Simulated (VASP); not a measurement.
Wanted: the native input for a VASP 6.6.1 run.

| Item | Value |
| --- | --- |
| Task | single point |
| Functional | PBE |
| Potentials or basis | VASP PAW PBE potentials, release 64 (Si) |
| Cutoff | 500 eV |
| k mesh | 8 × 8 × 8 |
| Occupations | gaussian, width 0.02 eV |
| Spin | no spin polarisation |
| Dipole correction | no |
| Further INCAR settings | ALGO = Normal; EDIFF = 1e-06; NBANDS = 11 |

The structure of Si lies in POSCAR:

```
Si
1.0
    0.0000000000      2.7347887104      2.7347887104
    2.7347887104      0.0000000000      2.7347887104
    2.7347887104      2.7347887104      0.0000000000
Si
2
Direct
    0.0000000000      0.0000000000      0.0000000000
    0.2500000000      0.2500000000      0.2500000000
```

One way to write it, as run:

INCAR

```
SYSTEM = Si
PREC = Accurate
ENCUT = 500
EDIFF = 1E-6
ISMEAR = 0
SIGMA = 0.02
LREAL = .FALSE.
LASPH = .TRUE.
NELM = 120
ALGO = Normal
ISIF = 2
LWAVE = .FALSE.
LCHARG = .FALSE.
GGA = PE
NBANDS = 11
GGA_COMPAT = .FALSE.
```

KPOINTS

```
Automatic mesh
0
G
  8 8 8
  0 0 0
```

Potentials or basis: VASP PAW PBE potentials, release 64 (Si).

Command:

```sh
$ cat potpaw_PBE.64/Si/POTCAR > POTCAR
$ mpirun -np 1 vasp_std > vasp.out
```

It gave:

| Quantity | Value |
| --- | --- |
| Pressure | 0.0 GPa |
| Band gap on the k mesh | 0.65 eV, indirect (least direct gap 2.56 eV) |

Run time: 6.1 s on 1 thread of Intel(R) Xeon(R) Platinum 8488C (Sapphire Rapids), on a shared host, peak memory 0.14 GiB.
